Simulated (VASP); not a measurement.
The system is InP.

```
In P
1.0
     0.00000    2.89089    2.89089
     2.89089    0.00000    2.89089
     2.89089    2.89089    0.00000
In P
1 1
Direct
  0.00000 0.00000 0.00000
  0.75000 0.75000 0.75000
```

Base run:

| Property | Result |
| --- | --- |
| Program | VASP 6.6.1 |
| Functional | r2SCAN |
| Dispersion | D4 |
| Potentials or basis | VASP PAW PBE potentials, release 64 (In_d, P) |
| Cutoff | 520 eV |
| k mesh | 8 × 8 × 8 |
| Occupations | fermi-dirac, width 0.05 eV |
| Spin | no spin polarisation |

Its results: band gap on the k mesh 1.41 eV, direct; pressure 4.2 GPa.

**Question.** The run is repeated on the same cell with these changes: functional from r2SCAN to PBEsol. What comes out?

**Answer.** Band gap on the k mesh 0.83 eV, direct; pressure 2.4 GPa.

r2SCAN gives the wider gap, since meta-GGAs in the generalised Kohn-Sham scheme recover part of the derivative discontinuity.

Caveats: the PAW data sets were made with another functional, which shifts forces and pressure a little; spin-orbit coupling is left out, which moves the levels of the heavy elements.

